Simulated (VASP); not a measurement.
# Rh in VASP: a series of runs, part 2 of 3

VASP 6.6.1. Earlier steps stand in the parts before.

### Step 3. Electric field gradients, PBE (zz strain of +2 %)

Contents of INCAR:

```
SYSTEM = Rh
  PREC = Accurate
  ENCUT = 400
  EDIFF = 1E-8
  ISMEAR = -1
  SIGMA = 0.08
  LREAL = .FALSE.
  LASPH = .TRUE.
  NELM = 120
  ALGO = Normal
  ISIF = 2
  LWAVE = .FALSE.
  LCHARG = .FALSE.
  GGA = PE
  LEFG = .TRUE.
  NBANDS = 14
  GGA_COMPAT = .FALSE.
```

Contents of KPOINTS:

```
Automatic mesh
0
G
  16 16 16
  0 0 0
```

Contents of POSCAR:

```
Rh
1.0
    0.0000000000      1.9015500000      1.9395810000
    1.9015500000      0.0000000000      1.9395810000
    1.9015500000      1.9015500000      0.0000000000
Rh
1
Direct
    0.0000000000      0.0000000000      0.0000000000
```

Potentials or basis: VASP PAW PBE potentials, release 64 (Rh_pv).

The run is started by

```bash
$ cat potpaw_PBE.64/Rh_pv/POTCAR > POTCAR
$ mpirun -np 1 vasp_std > vasp.out
```

OUTCAR:

```text
SYSTEM = Rh
   PREC = Accurate
   ENCUT = 400
   EDIFF = 1E-8
   ISMEAR = -1
   LREAL = .FALSE.
   LASPH = .TRUE.
   NELM = 120
   ISIF = 2
   GGA = PE

 ion  position               nearest neighbor table
   1  0.000  0.000  0.000-

  LATTYP: Found a body centered tetragonal cell.
 ALAT       =     2.6891977995
 C/A-ratio  =     1.4424978336

  Lattice vectors:

 A1 = (  -1.9015500000,   0.0000000000,   1.9395810000)
 A2 = (   1.9015500000,   0.0000000000,   1.9395810000)
 A3 = (   0.0000000000,   1.9015500000,  -1.9395810000)

Analysis of symmetry for initial positions (statically):
=====================================================================
 Subroutine PRICEL returns:
 Original cell was already a primitive cell.

 Routine SETGRP: Setting up the symmetry group for a
 body centered tetragonal supercell.

 Subroutine GETGRP returns: Found 16 space group operations
 (whereof 16 operations were pure point group operations)
 out of a pool of 16 trial point group operations.

The static configuration has the point symmetry D_4h.

Analysis of symmetry for dynamics (positions and initial velocities):
=====================================================================
 Subroutine PRICEL returns:
 Original cell was already a primitive cell.

 Routine SETGRP: Setting up the symmetry group for a
 body centered tetragonal supercell.

 Subroutine GETGRP returns: Found 16 space group operations
 (whereof 16 operations were pure point group operations)
 out of a pool of 16 trial point group operations.

The dynamic configuration has the point symmetry D_4h.

 Subroutine INISYM returns: Found 16 space group operations
 (whereof 16 operations are pure point group operations),
 and found     1 'primitive' translations

----------------------------------------------------------------------------------------

                                     Primitive cell

  volume of cell :      14.0266

  direct lattice vectors                    reciprocal lattice vectors
     0.000000000  1.901550000  1.939581000    -0.262943388  0.262943388  0.257787636
     1.901550000  0.000000000  1.939581000     0.262943388 -0.262943388  0.257787636
     1.901550000  1.901550000  0.000000000     0.262943388  0.262943388 -0.257787636

  length of vectors
     2.716222903  2.716222903  2.689197800     0.452474216  0.452474216  0.452474216

  position of ions in fractional coordinates (direct lattice)
     0.000000000  0.000000000  0.000000000

  ion indices of the primitive-cell ions
   primitive index   ion index
                 1           1

----------------------------------------------------------------------------------------

 KPOINTS: Automatic mesh

Automatic generation of k-mesh.
 Grid dimensions read from file:
 generate k-points for:   16   16   16

 Generating k-lattice:

  Cartesian coordinates                     Fractional coordinates (reciprocal lattice)
    -0.016433962  0.016433962  0.016111727     0.062500000  0.000000000  0.000000000
     0.016433962 -0.016433962  0.016111727     0.000000000  0.062500000  0.000000000
     0.016433962  0.016433962 -0.016111727     0.000000000  0.000000000  0.062500000

  Length of vectors
[... 67 lines left out ...]
   NUPDOWN=      -1.0000    fix difference up-down
   EMIN   =  10.00;   EMAX   =-10.00  energy-range for DOS
   EFERMI =   0.00;   METHOD = LEGACY
   ISMEAR =    -1;   SIGMA  =   0.08  broadening in eV -4-tet -1-fermi 0-gaus
   EFERMI_NEDOS =   21; number of points for ismear=-14 and -15
   IALGO  =     38    algorithm
   IMIX   =      4    mixing-type and parameters
     AMIX     =   0.40;   BMIX     =  1.00
     AMIX_MAG =   1.60;   BMIX_MAG =  1.00
  volume/ion in A,a.u.               =      14.03        94.66
  Fermi-wavevector in a.u.,A,eV,Ry     =   1.674123  3.163634 38.132897  2.802689
  Thomas-Fermi vector in A             =   2.758974
   LORBIT       =      0    0 simple, 1 ext, 2 COOP (PROOUT), +10 PAW based schemes
   GGA     = PE    functional components
   LHFCALC =     F    Hartree Fock is set to
   AEXX    =    0.0000 exact exchange contribution
   IVDW    =     0    specifies the selected vdW correction
   LEPSILON=     F    determine dielectric tensor
   LRPA    =     F    only Hartree local field effects (RPA)
 non-spin polarized calculation
  energy-cutoff  :      400.00
  volume of cell :       14.03
 maximum number of plane-waves:       269
 NGX is ok and might be reduce to    18
   NGX =  9   NGY =  9   NGZ =  9

 number of electron      15.0000002 magnetization

 Free energy of the ion-electron system (eV)
  ---------------------------------------------------
  ext. energy  EPLUGINS =         0.00000000
  ---------------------------------------------------
  free energy    TOTEN  =        -7.26912681 eV

  energy without entropy =       -7.23862133  energy(sigma->0) =       -7.25387407

 E-fermi :  11.5341     XC(G=0): -13.9023

 val. band max:       11.5327765052   @ k =   0.3125   0.1875   0.0625
 cond. band min:      11.5365684431   @ k =  -0.3750   0.2500   0.0000
 fundamental gap:      0.0037919379
 Fermi energy:        11.5340677187

 k-point     1 :       0.0000    0.0000    0.0000
  band No.  band energies     occupation
      1     -34.8047      2.00000
      2     -34.7952      2.00000
      3     -34.7952      2.00000
      4       3.7273      2.00000
      5       8.4217      2.00000
      6       8.6328      2.00000
      7       8.6328      2.00000
      8      10.4530      2.00000
      9      10.7057      1.99994
     10      27.5566      0.00000
     11      32.1572      0.00000
     12      32.5072      0.00000
     13      33.0956      0.00000
     14      33.0956      0.00000
[... 377 lines left out ...]
      1     -34.8633      2.00000
      2     -34.8242      2.00000
      3     -34.7997      2.00000
      4       4.1368      2.00000
      5       8.4217      2.00000
      6       8.6208      2.00000
      7       8.7739      2.00000
      8      10.4949      2.00000
      9      10.5137      1.99999
     10      28.1133      0.00000
     11      31.2916      0.00000
     12      32.1594      0.00000
     13      32.5744      0.00000
     14      33.9560      0.00000

 [... further k-points ...]
[... 5 lines left out ...]
  --------------------------------------------------------------------------------------
  -------------------------------------------------------------------------------------
  Total        0.0854606      0.0854606     -0.3130035      0.0000000      0.0000000     -0.0000000
  in kB        9.7616507      9.7616507    -35.7525000      0.0000000      0.0000000     -0.0000000
  external PRESSURE =      -5.4097328 kB  Pullay stress =       0.0000000 kB

 VOLUME and BASIS-vectors are now :
 -----------------------------------------------------------------------------
  energy-cutoff  :      400.00
  volume of cell :       14.03
      direct lattice vectors                 reciprocal lattice vectors
     0.000000000  1.901550000  1.939581000    -0.262943388  0.262943388  0.257787636
     1.901550000  0.000000000  1.939581000     0.262943388 -0.262943388  0.257787636
     1.901550000  1.901550000  0.000000000     0.262943388  0.262943388 -0.257787636

 POSITION                                       TOTAL-FORCE (eV/Angst)
 -----------------------------------------------------------------------------------
      0.00000      0.00000      0.00000         0.000000      0.000000      0.000000
 -----------------------------------------------------------------------------------
    total drift:                                0.000000     -0.000000     -0.000000

  FREE ENERGIE OF THE ION-ELECTRON SYSTEM (eV)
  ---------------------------------------------------
  free  energy   TOTEN  =        -7.2691268122 eV

  energy  without entropy=       -7.2386213348  energy(sigma->0) =       -7.25387407

 Electric field gradients (V/A^2)
---------------------------------------------------------------------
 ion       V_xx      V_yy      V_zz      V_xy      V_xz      V_yz
---------------------------------------------------------------------
   1      -0.751    -0.751     1.502     0.002     0.000     0.000
---------------------------------------------------------------------

 Electric field gradients after diagonalization (V/A^2)
 (convention: |V_zz| > |V_xx| > |V_yy|)
----------------------------------------------------------------------
 ion       V_xx      V_yy      V_zz     asymmetry (V_yy - V_xx)/ V_zz
----------------------------------------------------------------------
   1      -0.753    -0.749     1.502       0.003
----------------------------------------------------------------------

           NMR quadrupolar parameters

 Cq : quadrupolar parameter    Cq=e*Q*V_zz/h
 eta: asymmetry parameters     (V_yy - V_xx)/ V_zz
 Q  : nuclear electric quadrupole moment in mb (millibarn)
----------------------------------------------------------------------
 ion       Cq(MHz)       eta       Q (mb)
----------------------------------------------------------------------
   1       0.004       0.003       1.000
----------------------------------------------------------------------
```

OSZICAR:

```text
N       E                     dE             d eps       ncg     rms          rms(c)
DAV:   1     0.101414792098E+03    0.10141E+03   -0.75457E+03  9884   0.940E+02
DAV:   2    -0.644406354308E+01   -0.10786E+03   -0.10321E+03 11044   0.301E+02
DAV:   3    -0.776250751959E+01   -0.13184E+01   -0.13168E+01 11710   0.370E+01
DAV:   4    -0.776747976915E+01   -0.49722E-02   -0.49719E-02 11398   0.233E+00
DAV:   5    -0.776752065955E+01   -0.40890E-04   -0.40890E-04 11476   0.185E-01    0.966E+00
DAV:   6    -0.728739615162E+01    0.48012E+00   -0.82873E-01 10468   0.124E+01    0.333E+00
DAV:   7    -0.727251712925E+01    0.14879E-01   -0.15535E-02 11296   0.144E+00    0.161E+00
DAV:   8    -0.726924422522E+01    0.32729E-02   -0.31996E-03 10474   0.752E-01    0.174E-01
DAV:   9    -0.726912487541E+01    0.11935E-03   -0.94005E-05 10336   0.130E-01    0.117E-02
DAV:  10    -0.726912655554E+01   -0.16801E-05   -0.27115E-06 11122   0.195E-02    0.309E-03
DAV:  11    -0.726912681474E+01   -0.25920E-06   -0.25688E-07 11302   0.699E-03    0.661E-04
DAV:  12    -0.726912679634E+01    0.18402E-07   -0.63101E-09  7118   0.109E-03    0.773E-05
DAV:  13    -0.726912680901E+01   -0.12670E-07   -0.20957E-10  5078   0.181E-04    0.514E-05
DAV:  14    -0.726912681219E+01   -0.31769E-08   -0.19132E-11  4994   0.545E-05
   1 F= -.72691268E+01 E0= -.72538741E+01  d E =-.305055E-01
```

Wall time 81 s (1 thread of Intel Xeon 8259CL, shared host); peak memory 0.15 GiB.

Results:

- Free energy: -7.2691 eV
- Pressure: -0.5 GPa
- Band gap on the k mesh: zero (an odd number of electrons rules out a gap without spin polarisation)
- Largest electric field gradient by atom: Rh +1.5 V/Å²

Levels at points of the mesh, in eV from the Fermi level:
```
           k point  band 5  band 6  band 7  band 8  band 9  band 10
(0.00, 0.00, 0.00)   -3.11   -2.90   -2.90   -1.08   -0.83    16.02
(0.50, 0.00, 0.00)   -3.15   -2.94    0.51    0.61    0.76     8.45
(0.50, 0.50, 0.00)   -5.75    0.54    0.95    0.95    2.97    11.67
(0.50, 0.00, 0.50)   -5.76    0.52    0.87    1.06    3.39    12.21
```

Electric field gradients, principal values (V/Å²):
```tsv
atom	least	middle	greatest (by size)
1 Rh	-0.749	-0.753	1.502
```

Caveat: the cell differs from its parent crystal (zz strain of +2 %); without QUAD_EFG the Cq values of the log hold for a quadrupole moment of 1 mb, not for the nuclei.

### Step 4. Electric field gradients, PBE (zz strain of +2 %)

Contents of INCAR:

```
PREC = Accurate
ENCUT = 400
EDIFF = 1E-8
ISMEAR = -1
SIGMA = 0.08
LREAL = False
LASPH = True
NELM = 120
ALGO = Normal
ISIF = 2
LWAVE = False
LCHARG = False
GGA = PE
LEFG = True
NBANDS = 14
GGA_COMPAT = False
```

Contents of KPOINTS:

```
regular mesh
0
Gamma
  16 16 16
```

POSCAR is that of step 3.

Potentials or basis: VASP PAW PBE potentials, release 64 (Rh_pv).

The run is started by

```bash
$ cat potpaw_PBE.64/Rh_pv/POTCAR > POTCAR
$ mpirun -np 1 vasp_std > vasp.out
```

OUTCAR:

```text
PREC = Accurate
   ENCUT = 400
   EDIFF = 1E-8
   ISMEAR = -1
   LREAL = False
   LASPH = True
   NELM = 120
   ISIF = 2
   GGA = PE

 ion  position               nearest neighbor table
   1  0.000  0.000  0.000-

  LATTYP: Found a body centered tetragonal cell.
 ALAT       =     2.6891977995
 C/A-ratio  =     1.4424978336

  Lattice vectors:

 A1 = (  -1.9015500000,   0.0000000000,   1.9395810000)
 A2 = (   1.9015500000,   0.0000000000,   1.9395810000)
 A3 = (   0.0000000000,   1.9015500000,  -1.9395810000)

Analysis of symmetry for initial positions (statically):
=====================================================================
 Subroutine PRICEL returns:
 Original cell was already a primitive cell.

 Routine SETGRP: Setting up the symmetry group for a
 body centered tetragonal supercell.

 Subroutine GETGRP returns: Found 16 space group operations
 (whereof 16 operations were pure point group operations)
 out of a pool of 16 trial point group operations.

The static configuration has the point symmetry D_4h.

Analysis of symmetry for dynamics (positions and initial velocities):
=====================================================================
 Subroutine PRICEL returns:
 Original cell was already a primitive cell.

 Routine SETGRP: Setting up the symmetry group for a
 body centered tetragonal supercell.

 Subroutine GETGRP returns: Found 16 space group operations
 (whereof 16 operations were pure point group operations)
 out of a pool of 16 trial point group operations.

The dynamic configuration has the point symmetry D_4h.

 Subroutine INISYM returns: Found 16 space group operations
 (whereof 16 operations are pure point group operations),
 and found     1 'primitive' translations
[... 154 lines left out ...]
      5       8.4217      2.00000
      6       8.6328      2.00000
      7       8.6328      2.00000
      8      10.4530      2.00000
      9      10.7057      1.99994
     10      27.5566      0.00000
     11      32.1572      0.00000
     12      32.5072      0.00000
     13      33.0956      0.00000
     14      33.0956      0.00000
[... 377 lines left out ...]
      1     -34.8633      2.00000
      2     -34.8242      2.00000
      3     -34.7997      2.00000
      4       4.1368      2.00000
      5       8.4217      2.00000
      6       8.6208      2.00000
      7       8.7739      2.00000
      8      10.4949      2.00000
      9      10.5137      1.99999
     10      28.1133      0.00000
     11      31.2916      0.00000
     12      32.1594      0.00000
     13      32.5744      0.00000
     14      33.9560      0.00000

 [... further k-points ...]
[... 5 lines left out ...]
  --------------------------------------------------------------------------------------
  -------------------------------------------------------------------------------------
  Total        0.0854606      0.0854606     -0.3130035      0.0000000      0.0000000     -0.0000000
  in kB        9.7616507      9.7616507    -35.7525000      0.0000000      0.0000000     -0.0000000
  external PRESSURE =      -5.4097328 kB  Pullay stress =       0.0000000 kB

 VOLUME and BASIS-vectors are now :
 -----------------------------------------------------------------------------
  energy-cutoff  :      400.00
  volume of cell :       14.03
      direct lattice vectors                 reciprocal lattice vectors
     0.000000000  1.901550000  1.939581000    -0.262943388  0.262943388  0.257787636
     1.901550000  0.000000000  1.939581000     0.262943388 -0.262943388  0.257787636
     1.901550000  1.901550000  0.000000000     0.262943388  0.262943388 -0.257787636

 POSITION                                       TOTAL-FORCE (eV/Angst)
 -----------------------------------------------------------------------------------
      0.00000      0.00000      0.00000         0.000000      0.000000      0.000000
 -----------------------------------------------------------------------------------
    total drift:                                0.000000     -0.000000     -0.000000

  FREE ENERGIE OF THE ION-ELECTRON SYSTEM (eV)
  ---------------------------------------------------
  free  energy   TOTEN  =        -7.2691268122 eV

  energy  without entropy=       -7.2386213348  energy(sigma->0) =       -7.25387407

 Electric field gradients (V/A^2)
---------------------------------------------------------------------
 ion       V_xx      V_yy      V_zz      V_xy      V_xz      V_yz
---------------------------------------------------------------------
   1      -0.751    -0.751     1.502     0.002     0.000     0.000
---------------------------------------------------------------------

 Electric field gradients after diagonalization (V/A^2)
 (convention: |V_zz| > |V_xx| > |V_yy|)
----------------------------------------------------------------------
 ion       V_xx      V_yy      V_zz     asymmetry (V_yy - V_xx)/ V_zz
----------------------------------------------------------------------
   1      -0.753    -0.749     1.502       0.003
----------------------------------------------------------------------

           NMR quadrupolar parameters

 Cq : quadrupolar parameter    Cq=e*Q*V_zz/h
 eta: asymmetry parameters     (V_yy - V_xx)/ V_zz
 Q  : nuclear electric quadrupole moment in mb (millibarn)
----------------------------------------------------------------------
 ion       Cq(MHz)       eta       Q (mb)
----------------------------------------------------------------------
   1       0.004       0.003       1.000
----------------------------------------------------------------------
```

OSZICAR:

```text
N       E                     dE             d eps       ncg     rms          rms(c)
DAV:   1     0.101414792098E+03    0.10141E+03   -0.75457E+03  9884   0.940E+02
DAV:   2    -0.644406354308E+01   -0.10786E+03   -0.10321E+03 11044   0.301E+02
DAV:   3    -0.776250751959E+01   -0.13184E+01   -0.13168E+01 11710   0.370E+01
DAV:   4    -0.776747976915E+01   -0.49722E-02   -0.49719E-02 11398   0.233E+00
DAV:   5    -0.776752065955E+01   -0.40890E-04   -0.40890E-04 11476   0.185E-01    0.966E+00
DAV:   6    -0.728739615162E+01    0.48012E+00   -0.82873E-01 10468   0.124E+01    0.333E+00
DAV:   7    -0.727251712925E+01    0.14879E-01   -0.15535E-02 11296   0.144E+00    0.161E+00
DAV:   8    -0.726924422522E+01    0.32729E-02   -0.31996E-03 10474   0.752E-01    0.174E-01
DAV:   9    -0.726912487541E+01    0.11935E-03   -0.94005E-05 10336   0.130E-01    0.117E-02
DAV:  10    -0.726912655554E+01   -0.16801E-05   -0.27115E-06 11122   0.195E-02    0.309E-03
DAV:  11    -0.726912681474E+01   -0.25920E-06   -0.25688E-07 11302   0.699E-03    0.661E-04
DAV:  12    -0.726912679634E+01    0.18402E-07   -0.63101E-09  7118   0.109E-03    0.773E-05
DAV:  13    -0.726912680901E+01   -0.12670E-07   -0.20957E-10  5078   0.181E-04    0.514E-05
DAV:  14    -0.726912681219E+01   -0.31769E-08   -0.19132E-11  4994   0.545E-05
   1 F= -.72691268E+01 E0= -.72538741E+01  d E =-.305055E-01
```

stdout:

```text
POSCAR found type information on POSCAR Rh
 POSCAR found :  1 types and       1 ions
 scaLAPACK will be used
 LDA part: xc-table for (Slater+PW92), standard interpolation
 POSCAR, INCAR and KPOINTS ok, starting setup
 FFT: planning ... GRIDC
 FFT: planning ... GRID_SOFT
 FFT: planning ... GRID
 WAVECAR not read
 entering main loop
ion   1
```

Run time: 81 s. Hardware: 1 thread of Intel Xeon 8259CL, shared host; peak memory 0.15 GiB.

Results:

```yaml
Free_energy: -7.2691 eV
Pressure: -0.5 GPa
Band_gap_on_the_k_mesh: zero (an odd number of electrons rules out a gap without spin polarisation)
Largest_electric_field_gradient_by_atom: Rh +1.5 V/Å²
```

Electric field gradients, principal values (V/Å²):
| atom | least | middle | greatest (by size) |
| --- | --- | --- | --- |
| 1 Rh | -0.749 | -0.753 | 1.502 |

Caveat: the cell differs from its parent crystal (zz strain of +2 %); without QUAD_EFG the Cq values of the log hold for a quadrupole moment of 1 mb, not for the nuclei.

[end of part 2 of 3]
